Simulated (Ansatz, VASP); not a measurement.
# One calculation of Ge, two programs

Contents of INCAR:

```
  ALGO = Normal
  EDIFF = 1E-6
  ENCUT = 520
  ISIF = 2
  ISMEAR = 1
  LASPH = T
  LCHARG = T
  LELF = T
  LREAL = F
  LVHAR = T
  LWAVE = F
  NBANDS = 21
  NELM = 80
  PREC = Accurate
  SIGMA = 0.1
```

File KPOINTS:

```
k-points
0
Gamma
  7 7 7
```

POSCAR

```
Ge
1.0
   -2.5744897200      2.5744897200      1.3974126400
    2.5744897200     -2.5744897200      1.3974126400
    2.5744897200      2.5744897200     -1.3974126400
Ge
2
Direct
    0.2500000000      0.7500000000      0.5000000000
    0.5038842649      0.5000000000      0.0038842649
```

Input for Ansatz:

```yaml
crystal:
  lattice:
    - [-2.57448972, 2.57448972, 1.39741264]
    - [2.57448972, -2.57448972, 1.39741264]
    - [2.57448972, 2.57448972, -1.39741264]
  atoms:
    - { symbol: Ge, position: [0.25, 0.75, 0.5] }
    - { symbol: Ge, position: [0.5038842648787116, 0.5, 0.0038842648787115763] }
accuracy: medium
basis:
  ecutwfc: 420.0
kpoints:
  mp_grid:
    grid: [7, 7, 7]
    shift: [0.0, 0.0, 0.0]
hamiltonian:
  xc: lda
scf:
  convergence:
    dr2_threshold: 1.0e-07
  mixing:
    algorithm: msr1
    beta: 0.7
  occupations:
    method: cold
output:
  forces: true
```

Alike in both runs: task single point; functional LDA; k mesh 7 × 7 × 7; no spin polarisation.

|  | VASP | Ansatz |
| --- | --- | --- |
| version | VASP 6.6.1 | Ansatz 0.2.0 |
| potentials or method | VASP PAW LDA potentials, release 64 (Ge_d), cutoff 520 eV | plane waves, PAW |
| occupations | methfessel-paxton of order 1, width 0.1 eV | cold |
| valence electrons in the cell | 28 | 28 |

VASP gave:

```
rms of the force components (eV/Å) : 0.028
```

Q: Estimate Ansatz's values.

A: rms of the force components (eV/Å): 0.030.

LDA's correlation is that of Perdew and Zunger in VASP and of Perdew and Wang (1992) in Ansatz. Atom by atom the forces differ by 0.003 eV/Å (rms over components).

The k mesh is coarse, so the values compare programs but aren't converged.
